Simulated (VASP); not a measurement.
A run of VASP 6.6.1:

POSCAR

```
Li2Se
1.0
    0.0000000000      2.9186830317      2.9186830317
    2.9186830317      0.0000000000      2.9186830317
    2.9186830317      2.9186830317      0.0000000000
Se Li
1 2
Direct
    0.0000000000      0.0000000000      0.0000000000
    0.2500000000      0.2500000000      0.2500000000
    0.7500000000      0.7500000000      0.7500000000
```

File INCAR.step1:

```
SYSTEM = Li2Se
PREC = Accurate
ENCUT = 650
EDIFF = 1E-5
ISMEAR = 0
SIGMA = 0.01
LREAL = .FALSE.
LASPH = .TRUE.
NELM = 120
ALGO = Normal
ISIF = 2
LWAVE = .TRUE.
LCHARG = .FALSE.
GGA = PE
NBANDS = 13
GGA_COMPAT = .FALSE.
```

The input INCAR.step2:

```
SYSTEM = Li2Se
PREC = Accurate
ENCUT = 650
EDIFF = 1E-6
ISMEAR = 0
SIGMA = 0.01
LREAL = .FALSE.
LASPH = .TRUE.
NELM = 120
ALGO = Normal
ISIF = 2
LWAVE = .FALSE.
LCHARG = .FALSE.
GGA = PE
LHFCALC = .TRUE.
HFSCREEN = 0.2079
PRECFOCK = Normal
ISTART = 1
NBANDS = 13
GGA_COMPAT = .FALSE.
```

The input KPOINTS:

```
Automatic mesh
0
G
  6 6 6
  0 0 0
```

Potentials or basis: VASP PAW PBE potentials, release 64 (Se, Li_sv).

Launch:

```console
$ cat potpaw_PBE.64/Se/POTCAR potpaw_PBE.64/Li_sv/POTCAR > POTCAR
$ cp INCAR.step1 INCAR
$ mpirun -np 1 vasp_std > vasp.out
$ cp INCAR.step2 INCAR
$ mpirun -np 1 vasp_std > vasp.out
```

Hardware: 1 thread of Intel(R) Xeon(R) 6975P-C (Granite Rapids), with other jobs on the host.

**Question.** Estimate the wall time of this run.

**Answer.** Wall time 17 min on 1 thread of Intel(R) Xeon(R) 6975P-C (Granite Rapids), with other jobs on the host, peak memory 0.33 GiB. Counts: k points 16.
